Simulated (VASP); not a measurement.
# Al (P6_3/mmc) in VASP: further runs

Runs on Al. Level: PBEsol+D3(BJ). Tasks: single point.

Program: VASP 6.6.1. These are calculated values, not measurements. Logs are shortened: lines on timing, memory, paths and dates and some standing lists are left out, and cuts for length are marked.

## (1) The cell of the first run

The structure is hexagonal, space group P6_3/mmc (No. 194). Conventional cell: a = 2.717 Å, b = 2.717 Å, c = 9.358 Å, α = 90.00°, β = 90.00°, γ = 120.00°. Al (site symmetry -3m) has 12 Al at 2.72 to 2.82 Å within 3.6 Å. Al (site symmetry -6m2) has 12 Al at 2.72 to 2.82 Å within 3.6 Å.

This isn't the form of Al at room conditions, which is fcc.

## (2) Single point, PBEsol+D3(BJ) (biaxial strain in the a-b plane: -3.0 %)

File INCAR:

```
ALGO = Fast ; EDIFF = 1E-7
ENCUT = 520 ; GGA = PS
ISIF = 2 ; ISMEAR = 0
IVDW = 12 ; LASPH = T
LCHARG = F ; LREAL = F
LWAVE = F ; NBANDS = 14
NELM = 80 ; PREC = Accurate
SIGMA = 0.1
```

File KPOINTS:

```
k-points
0
Gamma
  24 24 6
```

File POSCAR:

```
Al
1.0
    2.7170847239      0.0000000000      0.0000000000
   -1.3585423620      2.3530643951      0.0000000000
    0.0000000000      0.0000000000      9.3582991244
Al
4
Direct
    0.0000000000      0.0000000000      0.0000000000
    0.3333333333      0.6666666667      0.2500000000
    0.0000000000      0.0000000000      0.5000000000
    0.6666666667      0.3333333333      0.7500000000
```

Potentials or basis: VASP PAW PBE potentials, release 64 (Al).

Command:

```console
cat potpaw_PBE.64/Al/POTCAR > POTCAR
mpirun -np 1 vasp_std > vasp.out
```

OUTCAR:

```text
EDIFF = 1E-7
   ENCUT = 520
   GGA = PS
   ISIF = 2
   ISMEAR = 0
   IVDW = 12
   LASPH = T
   LREAL = F
   NELM = 80
   PREC = Accurate
 IVDW          = 12

 ion  position               nearest neighbor table
   1  0.000  0.000  0.000-   2 2.82   4 2.82   2 2.82   4 2.82   4 2.82   2 2.82
   2  0.333  0.667  0.250-   1 2.82   3 2.82   1 2.82   3 2.82   1 2.82   3 2.82
   3  0.000  0.000  0.500-   2 2.82   4 2.82   2 2.82   4 2.82   4 2.82   2 2.82
   4  0.667  0.333  0.750-   1 2.82   3 2.82   1 2.82   3 2.82   1 2.82   3 2.82

  LATTYP: Found a hexagonal cell.
 ALAT       =     2.7170847239
 C/A-ratio  =     3.4442426628

  Lattice vectors:

 A1 = (   2.7170847239,   0.0000000000,   0.0000000000)
 A2 = (  -1.3585423620,   2.3530643951,   0.0000000000)
 A3 = (   0.0000000000,   0.0000000000,   9.3582991244)

Analysis of symmetry for initial positions (statically):
=====================================================================
 Subroutine PRICEL returns:
 Original cell was already a primitive cell.

 Routine SETGRP: Setting up the symmetry group for a
 hexagonal supercell.

 Subroutine GETGRP returns: Found 24 space group operations
 (whereof 12 operations were pure point group operations)
 out of a pool of 24 trial point group operations.

The static configuration has the point symmetry D_3d.
 The point group associated with its full space group is D_6h.

Analysis of symmetry for dynamics (positions and initial velocities):
=====================================================================
 Subroutine PRICEL returns:
 Original cell was already a primitive cell.

 Routine SETGRP: Setting up the symmetry group for a
 hexagonal supercell.

 Subroutine GETGRP returns: Found 24 space group operations
 (whereof 12 operations were pure point group operations)
 out of a pool of 24 trial point group operations.

The dynamic configuration has the point symmetry D_3d.
 The point group associated with its full space group is D_6h.

 Subroutine INISYM returns: Found 24 space group operations
 (whereof 12 operations are pure point group operations),
 and found     1 'primitive' translations

----------------------------------------------------------------------------------------

                                     Primitive cell

  volume of cell :      59.8321

  direct lattice vectors                    reciprocal lattice vectors
     2.717084724  0.000000000  0.000000000     0.368041523  0.212488872  0.000000000
    -1.358542362  2.353064395  0.000000000     0.000000000  0.424977745  0.000000000
     0.000000000  0.000000000  9.358299124     0.000000000  0.000000000  0.106857025

  length of vectors
     2.717084724  2.717084724  9.358299124     0.424977745  0.424977745  0.106857025

  position of ions in fractional coordinates (direct lattice)
     0.000000000  0.000000000  0.000000000
     0.333333333  0.666666667  0.250000000
     0.000000000  0.000000000  0.500000000
     0.666666667  0.333333333  0.750000000

  ion indices of the primitive-cell ions
   primitive index   ion index
                 1           1
                 2           2
                 3           3
                 4           4

----------------------------------------------------------------------------------------

 KPOINTS: k-points

Automatic generation of k-mesh.
 Grid dimensions read from file:
 generate k-points for:   24   24    6

 Generating k-lattice:

  Cartesian coordinates                     Fractional coordinates (reciprocal lattice)
     0.015335063  0.008853703  0.000000000     0.041666667  0.000000000  0.000000000
     0.000000000  0.017707406  0.000000000     0.000000000  0.041666667  0.000000000
     0.000000000  0.000000000  0.017809504     0.000000000  0.000000000  0.166666667

  Length of vectors
     0.017707406  0.017707406  0.017809504

  Shift w.r.t. Gamma in fractional coordinates (k-lattice)
     0.000000000  0.000000000  0.000000000

 Subroutine IBZKPT returns following result:
 ===========================================

 Found    244 irreducible k-points:

 Following reciprocal coordinates:
            Coordinates               Weight
  0.000000  0.000000  0.000000      1.000000
  0.041667 -0.000000  0.000000      6.000000
  0.083333 -0.000000  0.000000      6.000000
  0.125000 -0.000000  0.000000      6.000000
  0.166667 -0.000000  0.000000      6.000000
  0.208333  0.000000  0.000000      6.000000
[... 16 lines left out ...]
  0.416667  0.041667  0.000000     12.000000
  0.458333  0.041667  0.000000     12.000000
 [... further k-points ...]
   k-points           NKPTS =    244   k-points in BZ     NKDIM =    244   number of bands    NBANDS=     14
   number of dos      NEDOS =    301   number of ions     NIONS =      4
   total plane-waves  NPLWV =  28000
   dimension x,y,z NGX =    20 NGY =   20 NGZ =   70
   dimension x,y,z NGXF=    40 NGYF=   40 NGZF=  140
   ions per type =               4
   NGX,Y,Z   is equivalent  to a cutoff of  12.24, 12.24, 12.44 a.u.
   NGXF,Y,Z  is equivalent  to a cutoff of  24.47, 24.47, 24.87 a.u.
 SYSTEM =  unknown system
   PREC   = accura    normal or accurate (medium, high low for compatibility)
   ISTART =      0    job   : 0-new  1-cont  2-samecut
   ICHARG =      2    charge: 1-file 2-atom 10-const
   ISPIN  =      1    spin polarized calculation?
   LNONCOLLINEAR =      F non collinear calculations
   LSORBIT =      F    spin-orbit coupling
   LASPH  =      T    aspherical Exc in radial PAW
   ENCUT  =  520.0 eV  38.22 Ry    6.18 a.u.   5.05  5.05 17.40*2*pi/ulx,y,z
   NELM   =     80;   NELMIN=  2; NELMDL= -5     # of ELM steps
   EDIFF  = 0.1E-06   stopping-criterion for ELM
   LREAL  =      F    real-space projection
   EDIFFG = 0.1E-05   stopping-criterion for IOM
   NSW    =      0    number of steps for IOM
   IBRION =     -1    ionic relax: 0-MD 1-quasi-New 2-CG
   NFREE  =      0    steps in history (QN), initial steepest desc. (CG)
   ISIF   =      2    stress and relaxation
   ISYM   =      2    0-nonsym 1-usesym 2-fastsym
   POTIM  = 0.5000    time-step for ionic-motion
   TEBEG  =    0.0;   TEEND  =   0.0 temperature during run
   PSTRESS=    0.0 pullay stress
   NELECT =      12.0000    total number of electrons
   NUPDOWN=      -1.0000    fix difference up-down
   EMIN   =  10.00;   EMAX   =-10.00  energy-range for DOS
   EFERMI =   0.00;   METHOD = LEGACY
   ISMEAR =     0;   SIGMA  =   0.10  broadening in eV -4-tet -1-fermi 0-gaus
   EFERMI_NEDOS =   21; number of points for ismear=-14 and -15
   IALGO  =     68    algorithm
   IMIX   =      4    mixing-type and parameters
     AMIX     =   0.40;   BMIX     =  1.00
     AMIX_MAG =   1.60;   BMIX_MAG =  1.00
  volume/ion in A,a.u.               =      14.96       100.94
  Fermi-wavevector in a.u.,A,eV,Ry     =   0.958276  1.810879 12.494133  0.918293
  Thomas-Fermi vector in A             =   2.087369
   LORBIT       =      0    0 simple, 1 ext, 2 COOP (PROOUT), +10 PAW based schemes
   GGA     = PS    functional components
   LHFCALC =     F    Hartree Fock is set to
   AEXX    =    0.0000 exact exchange contribution
   IVDW    =    12    specifies the selected vdW correction
   LEPSILON=     F    determine dielectric tensor
   LRPA    =     F    only Hartree local field effects (RPA)
 non-spin polarized calculation
 RMM-DIIS sequential band-by-band and
 Gauss-broadening in eV      SIGMA  =   0.10
  energy-cutoff  :      520.00
  volume of cell :       59.83
 maximum number of plane-waves:      1637
   NGX = 11   NGY = 11   NGZ = 35

 number of electron      12.0000000 magnetization

 Free energy of the ion-electron system (eV)
  ---------------------------------------------------
  ext. energy  EPLUGINS =         0.00000000
  ---------------------------------------------------
  free energy    TOTEN  =       -16.16220117 eV

  energy without entropy =      -16.15420313  energy(sigma->0) =      -16.15820215

 E-fermi :   8.9856     XC(G=0): -10.6191

 val. band max:        8.9766290391   @ k =   0.2917   0.2500   0.1667
 cond. band min:       8.9939952853   @ k =   0.4167   0.1250   0.3333
 fundamental gap:      0.0173662462
 Fermi energy:         8.9856131854

 k-point     1 :       0.0000    0.0000    0.0000
  band No.  band energies     occupation
      1      -2.8178      2.00000
      2      -1.1407      2.00000
      3      -1.1394      2.00000
      4       3.7260      2.00000
      5       3.8252      2.00000
      6      11.6280      0.00000
      7      11.6358      0.00000
      8      20.8422      0.00000
      9      21.2505      0.00000
     10      21.2505      0.00000
     11      21.2877      0.00000
     12      21.2877      0.00000
     13      22.1247      0.00000
     14      22.1333      0.00000

 k-point     2 :       0.0417   -0.0000    0.0000
  band No.  band energies     occupation
      1      -2.7715      2.00000
      2      -1.0949      2.00000
      3      -1.0936      2.00000
      4       3.7689      2.00000
      5       3.8703      2.00000
      6      11.6666      0.00000
      7      11.6751      0.00000
      8      19.9151      0.00000
      9      20.4005      0.00000
     10      20.7116      0.00000
     11      21.2165      0.00000
     12      21.3147      0.00000
     13      21.6396      0.00000
     14      21.6799      0.00000

 k-point     3 :       0.0833   -0.0000    0.0000
  band No.  band energies     occupation
      1      -2.6325      2.00000
      2      -0.9577      2.00000
      3      -0.9564      2.00000
      4       3.8975      2.00000
      5       4.0052      2.00000
      6      11.7808      0.00000
      7      11.7918      0.00000
      8      18.2811      0.00000
      9      19.4930      0.00000
     10      19.5980      0.00000
     11      19.6546      0.00000
     12      20.7307      0.00000
     13      20.9447      0.00000
     14      20.9542      0.00000

 k-point     4 :       0.1250   -0.0000    0.0000
  band No.  band energies     occupation
      1      -2.4012      2.00000
      2      -0.7294      2.00000
      3      -0.7280      2.00000
      4       4.1118      2.00000
      5       4.2288      2.00000
      6      11.9641      0.00000
      7      11.9822      0.00000
      8      16.6021      0.00000
      9      17.8798      0.00000
     10      18.0105      0.00000
     11      18.8700      0.00000
     12      20.0548      0.00000
     13      20.2515      0.00000
     14      20.2548      0.00000

 k-point     5 :       0.1667   -0.0000    0.0000
  band No.  band energies     occupation
      1      -2.0780      2.00000
      2      -0.4105      2.00000
      3      -0.4090      2.00000
      4       4.4119      2.00000
      5       4.5393      2.00000
      6      12.1922      0.00000
      7      12.2349      0.00000
      8      14.9829      0.00000
      9      16.2555      0.00000
     10      16.3988      0.00000
     11      18.2183      0.00000
[... 276 lines left out ...]
 k-point    22 :       0.3750    0.0417    0.0000
  band No.  band energies     occupation
      1       1.3298      2.00000
      2       2.9426      2.00000
      3       2.9475      2.00000
      4       6.3898      2.00000
      5       7.5550      2.00000
      6       7.7972      2.00000
      7       8.3513      2.00000
      8       8.7134      1.99988
      9      12.8365      0.00000
     10      12.8455      0.00000
     11      14.7682      0.00000
     12      15.1803      0.00000
     13      15.8641      0.00000
     14      16.6509      0.00000

 k-point    23 :       0.4167    0.0417    0.0000
  band No.  band energies     occupation
      1       2.2208      2.00000
      2       3.8024      2.00000
      3       3.8121      2.00000
      4       5.3439      2.00000
      5       6.9896      2.00000
      6       7.0390      2.00000
      7       8.5458      2.00000
      8       9.0021      0.81542
      9      11.6382      0.00000
     10      11.7932      0.00000
     11      14.8118      0.00000
     12      15.6172      0.00000
     13      16.1867      0.00000
     14      16.5932      0.00000

 k-point    24 :       0.4583    0.0417    0.0000
  band No.  band energies     occupation
      1       3.1894      2.00000
      2       4.2113      2.00000
      3       4.6861      2.00000
      4       4.7165      2.00000
      5       6.0007      2.00000
      6       6.0288      2.00000
      7       9.4500      0.00000
      8       9.7877      0.00000
      9      10.5410      0.00000
     10      10.8080      0.00000
     11      14.7829      0.00000
     12      15.8054      0.00000
     13      16.2759      0.00000
     14      16.9482      0.00000

 [... further k-points ...]

------------------------ aborting loop because EDIFF is reached ----------------------------------------

 Edisp (eV)   -1.40283

 E8    (eV) :    -0.9447

  FORCE on cell =-STRESS in cart. coord.  units (eV):
  Direction    XX          YY          ZZ          XY          YZ          ZX
  --------------------------------------------------------------------------------------
  -------------------------------------------------------------------------------------
  Total       2.50172     2.50172     0.30047    -0.00000     0.00000     0.00000
  in kB      66.99095    66.99095     8.04609    -0.00000     0.00000     0.00000
  external pressure =       47.34 kB  Pullay stress =        0.00 kB

 VOLUME and BASIS-vectors are now :
 -----------------------------------------------------------------------------
  energy-cutoff  :      520.00
  volume of cell :       59.83
      direct lattice vectors                 reciprocal lattice vectors
     2.717084724  0.000000000  0.000000000     0.368041523  0.212488872  0.000000000
    -1.358542362  2.353064395  0.000000000     0.000000000  0.424977745  0.000000000
     0.000000000  0.000000000  9.358299124     0.000000000  0.000000000  0.106857025

 POSITION                                       TOTAL-FORCE (eV/Angst)
 -----------------------------------------------------------------------------------
      0.00000      0.00000      0.00000         0.000000     -0.000000      0.000000
     -0.00000      1.56871      2.33957        -0.000000     -0.000000      0.000000
      0.00000      0.00000      4.67915         0.000000     -0.000000      0.000000
      1.35854      0.78435      7.01872         0.000000      0.000000     -0.000000
 -----------------------------------------------------------------------------------
    total drift:                               -0.000000      0.000000     -0.000000

  FREE ENERGIE OF THE ION-ELECTRON SYSTEM (eV)
  ---------------------------------------------------
  free  energy   TOTEN  =       -17.5650264086 eV

  energy  without entropy=      -17.5570283657  energy(sigma->0) =      -17.56102739
```

Run time: 95 s. Hardware: 1 thread of Intel Xeon 6975P-C (Granite Rapids), shared host; peak memory 0.28 GiB.

Results:

```yaml
Free_energy: -17.5650 eV
Pressure: 4.7 GPa
Band_gap_on_the_k_mesh: zero (bands 6 and 7 overlap by 4.93 eV)
Dispersion_energy_per_atom: -0.351 eV
```

Levels at points of the mesh, in eV from the Fermi level:
```
           k point  band 3  band 4  band 5  band 6  band 7  band 8  band 9  band 10
(0.00, 0.00, 0.00)  -10.13   -5.26   -5.16    2.64    2.65   11.86   12.26    12.26
(0.50, 0.00, 0.00)   -4.09   -4.07   -3.28   -3.25    0.79    1.08    1.15     1.50
(0.00, 0.00, 0.50)   -8.06   -8.06   -1.63   -1.63    7.50    7.50   12.49    12.49
(0.50, 0.00, 0.50)   -4.85   -4.85   -1.96   -1.96   -1.26   -1.26    4.40     4.40
```

Caveat: the cell differs from its parent crystal (biaxial strain in the a-b plane: -3.0 %); the stress differs along the axes, from 1 to 7 GPa; the PAW data sets were made with another functional, which shifts forces and pressure a little.

## (3) Single point, PBEsol+D3(BJ) (biaxial strain in the a-b plane: -3.0 %, then relaxed in part)

File INCAR:

```
SYSTEM = Al
ALGO     = Fast           ! electronic algorithm
EDIFF    = 1E-7           ! SCF threshold, eV
ENCUT    = 520            ! plane-wave cutoff, eV
GGA      = PS             ! functional
ISIF     = 2              ! what is computed and relaxed
ISMEAR   = 0              ! smearing method
IVDW     = 12             ! dispersion correction
LASPH    = .True.         ! aspherical terms in the spheres
LCHARG   = .True.         ! write CHGCAR
LELF     = .True.         ! ELF
LREAL    = .False.        ! projectors in reciprocal space
LVHAR    = .True.       
LWAVE    = .False.        ! write WAVECAR
NBANDS   = 14             ! bands
NELM     = 100            ! most SCF steps
PREC     = Accurate       ! precision mode
SIGMA    = 0.1            ! smearing width, eV
```

File KPOINTS:

```
k-points
0
Gamma
  24 24 6
  0 0 0
```

Changes to POSCAR since step 2:

```diff
@@ -4,3 +4,3 @@
    -1.3585423620      2.3530643951      0.0000000000
-    0.0000000000      0.0000000000      9.3582991244
+    0.0000000000      0.0000000000      9.4142414515
 Al
```

Potentials or basis: VASP PAW PBE potentials, release 64 (Al).

Command:

```console
cat potpaw_PBE.64/Al/POTCAR > POTCAR
mpirun -np 1 vasp_std > vasp.out
```

It took 98 s on 1 thread of Intel Xeon 6975P-C (Granite Rapids), shared host; peak memory 0.28 GiB.

The run converged. Its results:

* Free energy: -17.5660 eV
* Pressure: 4.2 GPa
* Band gap on the k mesh: zero (bands 6 and 7 overlap by 4.82 eV)
* Dispersion energy per atom: -0.349 eV

Stress tensor (GPa, compression positive):
```
6.24 0.00 0.00
0.00 6.24 0.00
0.00 0.00 0.07
```

Levels at points of the mesh, in eV from the Fermi level:
```csv
k point,band 2,band 3,band 4,band 5,band 6,band 7,band 8,band 9,band 10,band 11
"(0.00, 0.00, 0.00)",-10.10,-10.10,-5.26,-5.22,2.53,2.53,11.70,12.31,12.31,12.35
"(0.50, 0.00, 0.00)",-5.27,-4.06,-4.04,-3.26,-3.22,0.79,1.02,1.15,1.44,6.83
"(0.00, 0.00, 0.50)",-11.34,-8.06,-8.06,-1.70,-1.70,7.34,7.34,12.53,12.53,12.53
"(0.50, 0.00, 0.50)",-4.97,-4.81,-4.81,-1.95,-1.95,-1.26,-1.26,4.32,4.32,4.50
```

Caveat: the cell differs from its parent crystal (biaxial strain in the a-b plane: -3.0 %, then relaxed in part); the stress differs along the axes, from 0 to 6 GPa; the PAW data sets were made with another functional, which shifts forces and pressure a little.
